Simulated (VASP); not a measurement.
Write the native input for VASP 6.6.1 that does the following.

```yaml
Task: electric field gradients
Functional: PBE
Potentials_or_basis: VASP PAW PBE potentials, release 64 (Si, O)
Cutoff: 520 eV
k_mesh: 4 × 4 × 4
Occupations: fermi-dirac, width 0.02 eV
Spin: no spin polarisation
Dipole_correction: no
Further_INCAR_settings: LREAL = Auto; ALGO = Normal; EDIFF = 1e-08; NBANDS = 82
```

The structure of SiO2 lies in POSCAR:

```
SiO2
1.0
   -3.5609544500      3.5609544500      8.8850500900
    3.5609544500     -3.5609544500      8.8850500900
    3.5609544500      3.5609544500     -8.8850500900
Si O
8 16
Direct
    0.4341261800      0.2145023150      0.2196238650
    0.9645023150      0.2448784500      0.2803761350
    0.9645023150      0.6841261800      0.7196238650
    0.3158738200      0.0354976850      0.2803761350
    0.7551215500      0.0354976850      0.7196238650
    0.9948784500      0.2145023150      0.7803761350
    0.7854976850      0.0051215500      0.2196238650
    0.7854976850      0.5658738200      0.7803761350
    0.2340521850      0.2340521850      0.0000000000
    0.9840521850      0.4840521850      0.5000000000
    0.5159478150      0.0159478150      0.5000000000
    0.7659478150      0.7659478150      0.0000000000
    0.5643305950      0.0643305950      0.1286611900
    0.8143305950      0.1856694050      0.0000000000
    0.1856694050      0.8143305950      0.0000000000
    0.9356694050      0.4356694050      0.8713388100
    0.1856694050      0.1856694050      0.3713388100
    0.9356694050      0.0643305950      0.5000000000
    0.5643305950      0.4356694050      0.5000000000
    0.8143305950      0.8143305950      0.6286611900
    0.3750000000      0.1250000000      0.2500000000
    0.8750000000      0.1250000000      0.2500000000
    0.8750000000      0.6250000000      0.7500000000
    0.8750000000      0.1250000000      0.7500000000
```

These files were run (other wordings do the same):

INCAR

```
SYSTEM = SiO2
  PREC = Accurate
  ENCUT = 520
  EDIFF = 1E-8
  ISMEAR = -1
  SIGMA = 0.02
  LREAL = Auto
  LASPH = .TRUE.
  NELM = 80
  ALGO = Normal
  ISIF = 2
  LWAVE = .FALSE.
  LCHARG = .FALSE.
  GGA = PE
  LEFG = .TRUE.
  NBANDS = 82
```

KPOINTS

```
Automatic mesh
0
G
  4 4 4
  0 0 0
```

Potentials or basis: VASP PAW PBE potentials, release 64 (Si, O).

The run is started by

```console
$ cat potpaw_PBE.64/Si/POTCAR potpaw_PBE.64/O/POTCAR > POTCAR
$ mpirun -np 1 vasp_std > vasp.out
```

It gave:

```json
{"Pressure": "3.5 GPa", "Largest force": "0.337 eV/Å", "Band gap on the k mesh": "5.73 eV", "Largest electric field gradient by atom": "Si -9.5; O +93.5, +90.0, +96.5 (each value once) V/Å²"}
```

Caveat: the cell stands under pressure; without QUAD_EFG the Cq values of the log hold for a quadrupole moment of 1 mb, not for the nuclei.

It took 25 min on 1 thread of AMD EPYC 7R43 64-Core Processor (Zen 3), with other jobs on the host, peak memory 1 GiB.
